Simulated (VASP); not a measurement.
Y:

```
CELL_PARAMETERS angstrom
3.60076 0.00000 0.00000
-1.80038 3.11835 0.00000
0.00000 0.00000 5.88002
ATOMIC_POSITIONS crystal
Y 0.00000 0.00000 0.00000
Y 0.33333 0.66667 0.50000
```

* Program: VASP 6.6.1
* Task: relaxation of cell and atoms
* Functional: PBEsol
* Potentials or basis: VASP PAW PBE potentials, release 64 (Y_sv)
* Cutoff: 600 eV
* k mesh: 15 × 15 × 8
* Occupations: gaussian, width 0.1 eV
* Spin: no spin polarisation

At the start: pressure -2.2 GPa; volume 33.01 Å³/atom.

Task: How do energy, volume and symmetry change on relaxing?

Result: Over 7 steps the energy falls by 22.9 meV/atom and the volume is 31.24 Å³/atom (-5.4 %); space group P6_3/mmc (No. 194, to 0.1 Å) before and after.

Step by step:
```
step  energy change (eV)  largest force (eV/Å)  pressure (GPa)  volume (Å³)
   1              0.0000                0.0000           -2.20        66.02
   2             -0.0407                0.0000            0.43        61.77
   3             -0.0407                0.0000            0.38        61.85
   4             -0.0449                0.0000            0.15        62.19
   5             -0.0457                0.0000            0.01        62.43
   6             -0.0457                0.0000            0.04        62.40
   7             -0.0457                0.0000           -0.02        62.47
```

Final structure:
```cif
data_structure
_symmetry_space_group_name_H-M 'P 1'
_symmetry_Int_Tables_number 1
_cell_length_a 3.5959
_cell_length_b 3.5959
_cell_length_c 5.5790
_cell_angle_alpha 90.000
_cell_angle_beta 90.000
_cell_angle_gamma 120.000
_cell_volume 62.47
loop_
_atom_site_label
_atom_site_type_symbol
_atom_site_fract_x
_atom_site_fract_y
_atom_site_fract_z
_atom_site_occupancy
Y1 Y 0.00000 0.00000 0.00000 1
Y2 Y 0.33333 0.66667 0.50000 1
```

Caveat: the PAW data sets were made with another functional, which shifts forces and pressure a little.
